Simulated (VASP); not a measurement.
Write the native input for VASP 6.6.1 that does the following.

```yaml
Task: relaxation of cell and atoms
Functional: LDA
Potentials_or_basis: VASP PAW LDA potentials, release 64 (Ti_sv, B)
Cutoff: 600 eV
k_mesh: 10 × 10 × 9
Occupations: fermi-dirac, width 0.1 eV
Spin: no spin polarisation
Target_pressure: 40 GPa
Dipole_correction: no
Further_INCAR_settings: ALGO = Normal; EDIFF = 1e-06; IBRION = 2; EDIFFG = -0.01; NSW = 80; ISIF = 3
```

The structure of TiB2 lies in POSCAR:

```
TiB2
1.0
    3.0292000000      0.0000000000      0.0000000000
   -1.5146000000      2.6233641500      0.0000000000
    0.0000000000      0.0000000000      3.2284000000
Ti B
1 2
Direct
    0.0000000000      0.0000000000      0.0000000000
    0.3333333300      0.6666666700      0.5000000000
    0.6666666700      0.3333333300      0.5000000000
```

One way to write it, as run:

INCAR

```
SYSTEM = TiB2
ALGO = Normal
EDIFF = 1E-6
EDIFFG = -0.01
ENCUT = 600
IBRION = 2
ISIF = 3
ISMEAR = -1
LASPH = .True.
LCHARG = .False.
LREAL = .False.
LWAVE = .False.
NELM = 80
NSW = 80
PREC = Accurate
PSTRESS = 400.0
SIGMA = 0.1
```

KPOINTS

```
k-points
0
Gamma
  10 10 9
  0 0 0
```

Potentials or basis: VASP PAW LDA potentials, release 64 (Ti_sv, B).

The run is started by

```sh
$ cat potpaw_LDA.64/Ti_sv/POTCAR potpaw_LDA.64/B/POTCAR > POTCAR
$ mpirun -np 1 vasp_std > vasp.out
```

It gave:

The relaxed volume is 7.30 Å³/atom. The relaxed cell is a = 2.895 Å, b = 2.895 Å, c = 3.017 Å, α = 90.00°, β = 90.00°, γ = 120.00° and the space group after relaxing (to 0.05 Å) is P6/mmm (No. 191). The energy change on relaxing (the enthalpy is what falls) is +89.3 meV/atom and the ionic steps are 9. The pressure after relaxing is 40.0 GPa. The band gap on the k mesh is zero (band 9 reaches 12.18 eV, above the bottom of band 10 at 11.46 eV).

Caveat: the cell is relaxed towards a set pressure, so the enthalpy falls and the energy may rise.

Run time: 77 s on 1 thread of Intel(R) Xeon(R) Platinum 8488C (Sapphire Rapids) (shared host), peak memory 0.16 GiB.
